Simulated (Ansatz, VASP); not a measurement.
**Two plane-wave programs on CdI2**

Contents of INCAR:

```
SYSTEM = CdI2
PREC = Accurate ; ENCUT = 400
EDIFF = 1E-8 ; ISMEAR = -1
SIGMA = 0.03 ; LREAL = .False.
LASPH = .True. ; NELM = 120
ALGO = Normal ; ISIF = 2
LWAVE = .False. ; LCHARG = .False.
GGA = PS ; LEFG = .True.
NBANDS = 20 ; GGA_COMPAT = .False.
```

KPOINTS

```
regular mesh
0
Gamma
  8 8 4
  0 0 0
```

File POSCAR:

```
CdI2
1.0
    3.1639748409      0.0000000000      0.0000000000
   -1.5819874204      2.7400825892      0.0000000000
    0.0000000000      0.0000000000      6.1704312064
Cd I
1 2
Direct
    0.0000000000      0.0000000000      0.0000000000
    0.3333333333      0.6666666667      0.3108578756
    0.6666666667      0.3333333333      0.6891421244
```

Input for Ansatz:

```yaml
crystal:
  lattice:
    - [3.1639748409, 0.0, 0.0]
    - [-1.5819874204, 2.7400825892, 0.0]
    - [0.0, 0.0, 6.1704312064]
  atoms:
    - { symbol: Cd, position: [0.0, 0.0, 0.0] }
    - { symbol: I, position: [0.3333333333, 0.6666666667, 0.3108578756] }
    - { symbol: I, position: [0.6666666667, 0.3333333333, 0.6891421244] }
kpoints:
  mp_grid: { grid: [8, 8, 4] }
  band_path:
    path:
      - [0.0, 0.0, 0.0]
      - [0.5, 0.0, 0.0]
      - [0.3333333333, 0.3333333333, 0.0]
      - [0.0, 0.0, 0.0]
      - [0.0, 0.0, 0.5]
      - [0.5, 0.0, 0.5]
      - [0.3333333333, 0.3333333333, 0.5]
      - [0.0, 0.0, 0.5]
      - [0.5, 0.0, 0.5]
    npoints: 6
scf:
  occupations: { method: fermi_dirac, width: 0.03 }
hamiltonian:
  xc: pbesol
  pseudopotentials: { kind: paw }
output:
  forces: true
  stress: true
  eigenvalues: true
  efg: { contact_densities: true }
  populations: true
```

Change from the starting cell: volume scaled by 0.5, PAW files.

Alike in both runs: task electric field gradients; functional PBEsol; k mesh 8 × 8 × 4; occupations fermi-dirac, width 0.03 eV; no spin polarisation.

|  | VASP | Ansatz |
| --- | --- | --- |
| version | VASP 6.6.1 | Ansatz 0.2.0 |
| potentials or method | VASP PAW PBE potentials, release 64 (Cd, I) | PAW with Ansatz's default frozen-core files, scalar-relativistic |
| plane-wave cutoff (eV) | 400 | 420 |
| valence electrons in the cell | 26 | 54 |

VASP gave:

* pressure (GPa): 77.5
* traceless stress, the component that is largest in VASP (GPa): 0.90
* rms of the force components (eV/Å): 0.079
* size of Vzz on the site where it differs most (V/Å²): 424.9

Problem. What did Ansatz give for the same quantities?

Solution. Pressure (GPa): 76.5; traceless stress, the component that is largest in VASP (GPa): 0.23; rms of the force components (eV/Å): 0.000; size of Vzz on the site where it differs most (V/Å²): 440.6.

VASP's potentials were made for PBE, not for PBEsol. Atom by atom the forces differ by 0.080 eV/Å (rms over components). Both programs put the cell under a high pressure, so it lies far from rest at this level. VASP's potentials hold 26 valence electrons a cell and Ansatz's 54, so a difference there can come from the potentials and not from the codes.

Neither program's run includes spin-orbit coupling. Noted on VASP's run: the cell as given lies far from equilibrium.
